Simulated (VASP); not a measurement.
Sb: single point with LDA

Sb:

```
Sb
1.0
     3.46095    0.00000    0.00000
    -1.73048    2.99727    0.00000
     0.00000    0.00000   11.75428
Sb
1
Direct
  0.00000 0.00000 0.50000
```

```
Program                : VASP 6.6.1
Task                   : single point
Functional             : LDA
Potentials or basis    : VASP PAW LDA potentials, release 64 (Sb)
Cutoff                 : 520 eV
k mesh                 : 8 × 8 × 2
Occupations            : methfessel-paxton, width 0.3 eV
Spin                   : no spin polarisation
Dipole correction      : no
Further INCAR settings : ALGO = Normal; EDIFF = 1e-06; NBANDS = 8
```

```json
{"Pressure": "-3.0 GPa"}
```

Stress tensor (GPa, compression positive):
```
-4.49  0.00  0.00
 0.00 -4.49  0.00
 0.00  0.00  0.00
```

Levels at points of the mesh, in eV from the Fermi level:
```tsv
k point	band 1	band 2	band 3	band 4	band 5	band 6
(0.00, 0.00, 0.00)	-10.35	-2.01	3.62	4.47	4.47	5.35
(0.50, 0.00, 0.00)	-7.82	-3.54	0.41	2.16	4.89	6.59
(0.00, 0.00, 0.50)	-10.35	-2.01	3.77	4.47	4.47	4.64
(0.50, 0.00, 0.50)	-7.82	-3.54	0.41	2.16	4.89	6.59
```

Run time: 25 s on 1 thread of Intel(R) Xeon(R) Platinum 8259CL CPU @ 2.50GHz (Skylake/Cascade Lake), on a shared host, peak memory 0.19 GiB.

Caveat: spin-orbit coupling is left out, which moves the levels of the heavy elements.
